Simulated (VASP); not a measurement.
# Be (Cmcm) in VASP: single point with PBEsol

Aim: the single point of Be with PBEsol.

Everything below comes from runs of VASP 6.6.1. Logs are shortened: lines on timing, memory, paths and dates and some standing lists are left out, and cuts for length are marked.

## Step 1: The cell of the first run

It takes space group Cmcm (No. 63, orthorhombic). The conventional cell has a = 2.157 Å, b = 4.287 Å, c = 3.829 Å, α = 90.00°, β = 90.00°, γ = 90.00°. Be (site symmetry m2m) has 12 Be at 2.16 to 2.60 Å within 2.9 Å.

## Step 2: Single point, PBEsol (strained and its atoms moved)

INCAR

```
SYSTEM = Be
ALGO = Normal
EDIFF = 1E-7
ENCUT = 520
GGA = PS
ISIF = 2
ISMEAR = 0
LASPH = .TRUE.
LCHARG = .FALSE.
LREAL = .FALSE.
LWAVE = .FALSE.
NBANDS = 9
NELM = 80
PREC = Accurate
SIGMA = 0.1
```

KPOINTS

```
k-points
0
G
  18 18 10
  0 0 0
```

POSCAR

```
Be
1.0
    2.3954831977      0.1379701191      0.0000000000
   -1.0782559708      1.8675981722      0.0000000000
    0.0000000000      0.0000000000      3.8291610510
Be
2
Direct
    0.4086561997      0.7043280999      0.2500000000
    0.5913438003      0.2956719001      0.7500000000
```

Potentials or basis: VASP PAW PBE potentials, release 64 (Be).

The run is started by

```
$ cat potpaw_PBE.64/Be/POTCAR > POTCAR
$ mpirun -np 1 vasp_std > vasp.out
```

OUTCAR:

```text
SYSTEM = Be
   EDIFF = 1E-7
   ENCUT = 520
   GGA = PS
   ISIF = 2
   ISMEAR = 0
   LASPH = .TRUE.
   LREAL = .FALSE.
   NELM = 80
   PREC = Accurate

 ion  position               nearest neighbor table
   1  0.409  0.704  0.250-   2 2.23   2 2.23   2 2.23   2 2.23
   2  0.591  0.296  0.750-   1 2.23   1 2.23   1 2.23   1 2.23

  Warning from LATTYP: Monoclinic adjustment (A1->A3, A2->A1, A3->A2)!
  LATTYP: Found a base centered orthorhombic cell.
 ALAT       =     2.1565154466
 B/A-ratio  =     1.9879619952
 C/A-ratio  =     1.7756242169

  Lattice vectors:

 A1 = (   1.3172272269,   2.0055682913,   0.0000000000)
 A2 = (  -2.3954831977,  -0.1379701191,   0.0000000000)
 A3 = (   0.0000000000,   0.0000000000,   3.8291610510)

Analysis of symmetry for initial positions (statically):
=====================================================================
 Subroutine PRICEL returns:
 Original cell was already a primitive cell.

 Routine SETGRP: Setting up the symmetry group for a
 base centered orthorhombic supercell.

 Subroutine GETGRP returns: Found  8 space group operations
 (whereof  4 operations were pure point group operations)
 out of a pool of  8 trial point group operations.

The static configuration has the point symmetry C_2h.
 The point group associated with its full space group is D_2h.

Analysis of symmetry for dynamics (positions and initial velocities):
=====================================================================
 Subroutine PRICEL returns:
 Original cell was already a primitive cell.

 Routine SETGRP: Setting up the symmetry group for a
 base centered orthorhombic supercell.

 Subroutine GETGRP returns: Found  8 space group operations
 (whereof  4 operations were pure point group operations)
 out of a pool of  8 trial point group operations.

The dynamic configuration has the point symmetry C_2h.
 The point group associated with its full space group is D_2h.

 Subroutine INISYM returns: Found  8 space group operations
 (whereof  4 operations are pure point group operations),
 and found     1 'primitive' translations

----------------------------------------------------------------------------------------

                                     Primitive cell

  volume of cell :      17.7006

  direct lattice vectors                    reciprocal lattice vectors
     2.395483198  0.137970119  0.000000000     0.404017532  0.233259126  0.000000000
    -1.078255971  1.867598172  0.000000000    -0.029847077  0.518214906  0.000000000
     0.000000000  0.000000000  3.829161051     0.000000000  0.000000000  0.261153811

  length of vectors
     2.399453168  2.156515447  3.829161051     0.466519010  0.519073729  0.261153811

  position of ions in fractional coordinates (direct lattice)
     0.408656200  0.704328100  0.250000000
     0.591343800  0.295671900  0.750000000

  ion indices of the primitive-cell ions
   primitive index   ion index
                 1           1
                 2           2

----------------------------------------------------------------------------------------

 KPOINTS: k-points

Automatic generation of k-mesh.
 Grid dimensions read from file:
 generate k-points for:   18   18   10

 Generating k-lattice:

  Cartesian coordinates                     Fractional coordinates (reciprocal lattice)
     0.022445418  0.012958840  0.000000000     0.055555556  0.000000000  0.000000000
    -0.001658171  0.028789717  0.000000000     0.000000000  0.055555556  0.000000000
     0.000000000  0.000000000  0.026115381     0.000000000  0.000000000  0.100000000

  Length of vectors
     0.025917723  0.028837429  0.026115381

  Shift w.r.t. Gamma in fractional coordinates (k-lattice)
     0.000000000  0.000000000  0.000000000

 Subroutine IBZKPT returns following result:
 ===========================================

 Found    546 irreducible k-points:

 Following reciprocal coordinates:
            Coordinates               Weight
  0.000000  0.000000  0.000000      1.000000
  0.055556  0.000000  0.000000      2.000000
  0.111111  0.000000  0.000000      2.000000
  0.166667  0.000000  0.000000      2.000000
  0.222222  0.000000  0.000000      2.000000
  0.277778  0.000000  0.000000      2.000000
[... 16 lines left out ...]
  0.166667  0.111111  0.000000      4.000000
  0.222222  0.111111  0.000000      4.000000
 [... further k-points ...]
   k-points           NKPTS =    546   k-points in BZ     NKDIM =    546   number of bands    NBANDS=      9
   number of dos      NEDOS =    301   number of ions     NIONS =      2
   total plane-waves  NPLWV =   8064
   dimension x,y,z NGX =    18 NGY =   16 NGZ =   28
   dimension x,y,z NGXF=    36 NGYF=   32 NGZF=   56
   ions per type =               2
   NGX,Y,Z   is equivalent  to a cutoff of  12.47, 12.33, 12.16 a.u.
   NGXF,Y,Z  is equivalent  to a cutoff of  24.94, 24.67, 24.31 a.u.
 SYSTEM =  Be
   PREC   = accura    normal or accurate (medium, high low for compatibility)
   ISTART =      0    job   : 0-new  1-cont  2-samecut
   ICHARG =      2    charge: 1-file 2-atom 10-const
   ISPIN  =      1    spin polarized calculation?
   LNONCOLLINEAR =      F non collinear calculations
   LSORBIT =      F    spin-orbit coupling
   LASPH  =      T    aspherical Exc in radial PAW
   ENCUT  =  520.0 eV  38.22 Ry    6.18 a.u.   4.46  4.01  7.12*2*pi/ulx,y,z
   NELM   =     80;   NELMIN=  2; NELMDL= -5     # of ELM steps
   EDIFF  = 0.1E-06   stopping-criterion for ELM
   LREAL  =      F    real-space projection
   EDIFFG = 0.1E-05   stopping-criterion for IOM
   NSW    =      0    number of steps for IOM
   IBRION =     -1    ionic relax: 0-MD 1-quasi-New 2-CG
   NFREE  =      0    steps in history (QN), initial steepest desc. (CG)
   ISIF   =      2    stress and relaxation
   ISYM   =      2    0-nonsym 1-usesym 2-fastsym
   POTIM  = 0.5000    time-step for ionic-motion
   TEBEG  =    0.0;   TEEND  =   0.0 temperature during run
   PSTRESS=    0.0 pullay stress
   NELECT =       4.0000    total number of electrons
   NUPDOWN=      -1.0000    fix difference up-down
   EMIN   =  10.00;   EMAX   =-10.00  energy-range for DOS
   EFERMI =   0.00;   METHOD = LEGACY
   ISMEAR =     0;   SIGMA  =   0.10  broadening in eV -4-tet -1-fermi 0-gaus
   EFERMI_NEDOS =   21; number of points for ismear=-14 and -15
   IALGO  =     38    algorithm
   IMIX   =      4    mixing-type and parameters
     AMIX     =   0.40;   BMIX     =  1.00
     AMIX_MAG =   1.60;   BMIX_MAG =  1.00
  volume/ion in A,a.u.               =       8.85        59.72
  Fermi-wavevector in a.u.,A,eV,Ry     =   0.997162  1.884364 13.528719  0.994333
  Thomas-Fermi vector in A             =   2.129300
   LORBIT       =      0    0 simple, 1 ext, 2 COOP (PROOUT), +10 PAW based schemes
   GGA     = PS    functional components
   LHFCALC =     F    Hartree Fock is set to
   AEXX    =    0.0000 exact exchange contribution
   IVDW    =     0    specifies the selected vdW correction
   LEPSILON=     F    determine dielectric tensor
   LRPA    =     F    only Hartree local field effects (RPA)
 non-spin polarized calculation
 Gauss-broadening in eV      SIGMA  =   0.10
  energy-cutoff  :      520.00
  volume of cell :       17.70
 maximum number of plane-waves:       488
 NGX is ok and might be reduce to    18
   NGX =  9   NGY =  9   NGZ = 15

 number of electron       4.0000000 magnetization

 Free energy of the ion-electron system (eV)
  ---------------------------------------------------
  ext. energy  EPLUGINS =         0.00000000
  ---------------------------------------------------
  free energy    TOTEN  =        -7.61311641 eV

  energy without entropy =       -7.61134270  energy(sigma->0) =       -7.61222955

 E-fermi :   5.9257     XC(G=0): -10.2327

 val. band max:        5.9071934014   @ k =   0.3889   0.0556   0.2000
 cond. band min:       5.9313584585   @ k =   0.2778   0.3333   0.0000
 fundamental gap:      0.0241650572
 Fermi energy:         5.9256821031

 k-point     1 :       0.0000    0.0000    0.0000
  band No.  band energies     occupation
      1      -4.5967      2.00000
      2       1.5646      2.00000
      3       6.0886      0.02123
      4      19.8928      0.00000
      5      21.1386      0.00000
      6      22.9173      0.00000
      7      24.3232      0.00000
      8      27.0220      0.00000
      9      29.6744      0.00000

 k-point     2 :       0.0556    0.0000    0.0000
  band No.  band energies     occupation
      1      -4.5196      2.00000
      2       1.6586      2.00000
      3       6.1271      0.00439
      4      18.4662      0.00000
      5      21.8513      0.00000
      6      22.6984      0.00000
      7      24.2659      0.00000
      8      26.9759      0.00000
      9      30.1375      0.00000

 k-point     3 :       0.1111    0.0000    0.0000
  band No.  band energies     occupation
      1      -4.2883      2.00000
      2       1.9399      2.00000
      3       6.2401      0.00001
      4      16.2980      0.00000
      5      21.9530      0.00000
      6      22.1430      0.00000
      7      23.9716      0.00000
      8      26.7942      0.00000
      9      29.2594      0.00000

 k-point     4 :       0.1667    0.0000    0.0000
  band No.  band energies     occupation
      1      -3.9031      2.00000
      2       2.4056      2.00000
      3       6.4163      0.00000
      4      14.0621      0.00000
      5      21.1592      0.00000
      6      21.4365      0.00000
      7      22.9945      0.00000
      8      26.4551      0.00000
      9      27.4754      0.00000
[... 205 lines left out ...]
 k-point    22 :       0.1111    0.1111    0.0000
  band No.  band energies     occupation
      1      -3.6029      2.00000
      2       2.7940      2.00000
      3       6.5483      0.00000
      4      14.2309      0.00000
      5      19.0437      0.00000
      6      21.2696      0.00000
      7      22.9808      0.00000
      8      24.9060      0.00000
      9      27.3031      0.00000

 k-point    23 :       0.1667    0.1111    0.0000
  band No.  band energies     occupation
      1      -3.0626      2.00000
      2       3.4373      2.00000
      3       6.7745      0.00000
      4      12.0992      0.00000
      5      17.8684      0.00000
      6      20.5828      0.00000
      7      21.3149      0.00000
      8      24.4650      0.00000
      9      26.1732      0.00000

 k-point    24 :       0.2222    0.1111    0.0000
  band No.  band energies     occupation
      1      -2.3704      2.00000
      2       4.2465      2.00000
      3       6.9363      0.00000
      4      10.2239      0.00000
      5      16.6095      0.00000
      6      19.1898      0.00000
      7      19.9168      0.00000
      8      24.0364      0.00000
      9      25.6687      0.00000

 [... further k-points ...]
[... 5 lines left out ...]
  --------------------------------------------------------------------------------------
  -------------------------------------------------------------------------------------
  Total       -1.1747011      0.8112964     -1.9430049     -1.7199245      0.0000000      0.0000000
  in kB     -106.3288415     73.4350331   -175.8723749   -155.6800964      0.0000000      0.0000000
  external PRESSURE =     -69.5887278 kB  Pullay stress =       0.0000000 kB

 VOLUME and BASIS-vectors are now :
 -----------------------------------------------------------------------------
  energy-cutoff  :      520.00
  volume of cell :       17.70
      direct lattice vectors                 reciprocal lattice vectors
     2.395483198  0.137970119  0.000000000     0.404017532  0.233259126  0.000000000
    -1.078255971  1.867598172  0.000000000    -0.029847077  0.518214906  0.000000000
     0.000000000  0.000000000  3.829161051     0.000000000  0.000000000  0.261153811

 POSITION                                       TOTAL-FORCE (eV/Angst)
 -----------------------------------------------------------------------------------
      0.21948      1.37178      0.95729        -0.402514     -0.232392      0.000000
      1.09774      0.63378      2.87187         0.402514      0.232392     -0.000000
 -----------------------------------------------------------------------------------
    total drift:                                0.000000     -0.000000      0.000000

  FREE ENERGIE OF THE ION-ELECTRON SYSTEM (eV)
  ---------------------------------------------------
  free  energy   TOTEN  =        -7.6131164077 eV

  energy  without entropy=       -7.6113426974  energy(sigma->0) =       -7.61222955
```

Run time: 34 s. Hardware: 1 thread of Intel Xeon Platinum 8488C (Sapphire Rapids), shared host; peak memory 0.18 GiB.

Results:

| Item | Value |
| --- | --- |
| Free energy | -7.6131 eV |
| Pressure | -7.0 GPa |
| Largest force | 0.465 eV/Å |
| Band gap on the k mesh | zero (band 2 reaches 7.26 eV, above the bottom of band 3 at 5.41 eV) |

Forces in eV/Å, atoms in the order of the input:
```
Be  -0.403 -0.232  0.000
Be   0.403  0.232  0.000
```

Caveat: the cell differs from its parent crystal (strained and its atoms moved); the PAW data sets were made with another functional, which shifts forces and pressure a little.
